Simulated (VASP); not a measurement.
The system is TiO2.

```
CELL_PARAMETERS angstrom
-1.92370 1.91935 4.68261
1.92370 -1.91935 4.68261
1.92370 1.91935 -4.68261
ATOMIC_POSITIONS crystal
Ti 0.00000 0.00000 0.00000
Ti 0.75000 0.25000 0.50000
O 0.20810 0.20810 0.00000
O 0.95810 0.45810 0.50000
O 0.54190 0.04190 0.50000
O 0.79190 0.79190 0.00000
```

```yaml
Program: VASP 6.6.1
Task: relaxation of the atoms
Functional: PBE
Potentials_or_basis: VASP PAW PBE potentials, release 64 (Ti_sv, O)
Cutoff: 520 eV
k_mesh: 7 × 7 × 7
Occupations: gaussian, width 0.01 eV
Spin: no spin polarisation
```

At the start: pressure 3.1 GPa; volume 11.53 Å³/atom.

How do energy, volume and symmetry change on relaxing?

Over 5 steps the energy falls by 4.1 meV/atom at a fixed cell; space group I4_1/amd (No. 141, to 0.1 Å) before and after.

The path:
```
step  energy change (eV)  largest force (eV/Å)  pressure (GPa)
   1              0.0000                0.4560            3.14
   2             -0.0235                0.0908            1.64
   3             -0.0246                0.0301            1.28
   4             -0.0246                0.0080            1.27
   5             -0.0246                0.0008            1.27
```

Final structure:
```
CELL_PARAMETERS angstrom
-1.92370 1.91935 4.68261
1.92370 -1.91935 4.68261
1.92370 1.91935 -4.68261
ATOMIC_POSITIONS crystal
Ti 0.99977 0.99977 0.00000
Ti 0.75023 0.25023 0.50000
O 0.21107 0.21107 0.00000
O 0.96104 0.46104 0.50000
O 0.53893 0.03893 0.50000
O 0.78896 0.78896 0.00000
```
